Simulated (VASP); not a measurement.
Co, 2 atoms in the cell. Symmetry: P6_3/mmc, No. 194, hexagonal system. The conventional cell has a = 2.435 Å, b = 2.435 Å, c = 3.937 Å, α = 90.00°, β = 90.00°, γ = 120.00°. Within 3.2 Å of Co (site symmetry -6m2) lie 12 Co at 2.42 to 2.43 Å. 

| Item | Value |
| --- | --- |
| Program | VASP 6.6.1 |
| Task | single point |
| Functional | PBEsol |
| Dispersion | D3(BJ) |
| Potentials or basis | VASP PAW PBE potentials, release 64 (Co) |
| Cutoff | 520 eV |
| k mesh | 14 × 14 × 8 |
| Occupations | fermi-dirac, width 0.1 eV |
| Spin | collinear spin, ferromagnetic start |
| Starting moments | [1.8, 1.8] μB |
| Dipole correction | no |
| Further INCAR settings | ALGO = Normal; EDIFF = 1e-06; NBANDS = 20 |

Potentials or basis: VASP PAW PBE potentials, release 64 (Co).

Launch:

```bash
$ cat potpaw_PBE.64/Co/POTCAR > POTCAR
$ mpirun -np 1 vasp_std > vasp.out
```

Hardware: 1 thread of Intel(R) Xeon(R) Platinum 8488C (Sapphire Rapids), with other jobs on the host.

Q: How long does it take, and how much memory?

A: Run time: 49 s on 1 thread of Intel(R) Xeon(R) Platinum 8488C (Sapphire Rapids), with other jobs on the host, peak memory 0.19 GiB. Counts: scf iterations 13, k points 120.
